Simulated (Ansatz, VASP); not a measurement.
**Two plane-wave programs on TiCo2**

```
CELL_PARAMETERS angstrom
0.00000 3.01421 3.14527
3.01421 0.00000 3.14527
3.01421 3.01421 0.00000
ATOMIC_POSITIONS crystal
Ti 0.50000 0.50000 0.50000
Ti 0.75000 0.75000 0.75000
Co 0.12500 0.12500 0.12500
Co 0.62500 0.12500 0.12500
Co 0.12500 0.12500 0.62500
Co 0.12500 0.62500 0.12500
```

Change from the starting cell: strain -0.080 along x and y, -0.040 along z, atoms carried along.

Alike in both runs: task single point; functional PBEsol; k mesh 12 × 12 × 12; occupations gaussian, width 0.15 eV; no spin polarisation.

|  | VASP | Ansatz |
| --- | --- | --- |
| version | VASP 6.6.1 | Ansatz 0.2.0 |
| potentials or method | VASP PAW PBE potentials, release 64 (Ti_sv, Co), cutoff 520 eV | scalar-relativistic, plane waves, PAW |
| valence electrons in the cell | 60 | 92 |

```csv
,VASP,Ansatz,Ansatz less VASP
gap on the k mesh at the Fermi level (eV),none,none,-
pressure (GPa),73.7,75.7,+2.00
"traceless stress, the component that is largest in VASP (GPa)",-9.40,-9.69,-0.294
```

VASP's potentials were made for PBE, not for PBEsol. A gap of «none» marks a metal or a gap that the smearing closes. Both programs put the cell under a high pressure, so it lies far from rest at this level. With one functional, cell and mesh, what is left measures potentials, basis and numerics. VASP's potentials hold 60 valence electrons a cell and Ansatz's 92, so a difference there can come from the potentials and not from the codes.

Noted on VASP's run: the cell as given lies far from equilibrium.
